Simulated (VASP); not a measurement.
Set up this calculation in VASP 6.6.1, as the native input.

```yaml
Task: single point
Functional: PBEsol
Potentials_or_basis: VASP PAW PBE potentials, release 64 (Ta_pv, N)
Cutoff: 520 eV
k_mesh: 21 × 21 × 18
Occupations: gaussian, width 0.15 eV
Spin: no spin polarisation
Dipole_correction: no
Further_INCAR_settings: ALGO = Normal; EDIFF = 1e-06; NBANDS = 15
```

The structure of TaN lies in POSCAR:

```
TaN
1.0
    2.9427087915      0.0000000000      0.0000000000
   -1.4713543957      2.5484605694      0.0000000000
    0.0000000000      0.0000000000      2.9477113965
Ta N
1 1
Direct
    0.3333333333      0.6666666667      0.5000000000
    0.0000000000      0.0000000000      0.0000000000
```

This cell differs from its parent crystal: volume 11.053 Å^3 an atom, c/a of the conventional cell 1.0017.

The input as run:

INCAR

```
PREC = Accurate
ENCUT = 520
EDIFF = 1E-6
ISMEAR = 0
SIGMA = 0.15
LREAL = False
LASPH = True
NELM = 60
ALGO = Normal
ISIF = 2
LWAVE = False
LCHARG = False
GGA = PS
NBANDS = 15
```

KPOINTS

```
regular mesh
0
Gamma
  21 21 18
```

Potentials or basis: VASP PAW PBE potentials, release 64 (Ta_pv, N).

Run with:

```bash
$ cat potpaw_PBE.64/Ta_pv/POTCAR potpaw_PBE.64/N/POTCAR > POTCAR
$ mpirun -np 1 vasp_std > vasp.out
```

It gave:

```json
{"Pressure": "-12.8 GPa", "Band gap on the k mesh": "zero (band 8 reaches 8.05 eV, above the bottom of band 9 at 7.70 eV)"}
```

Caveat: the PAW data sets were made with another functional, which shifts forces and pressure a little; spin-orbit coupling is left out, which moves the levels of the heavy elements.

Run time: 92 s on 1 thread of Intel(R) Xeon(R) 6975P-C (Granite Rapids), on a shared host, peak memory 0.27 GiB.
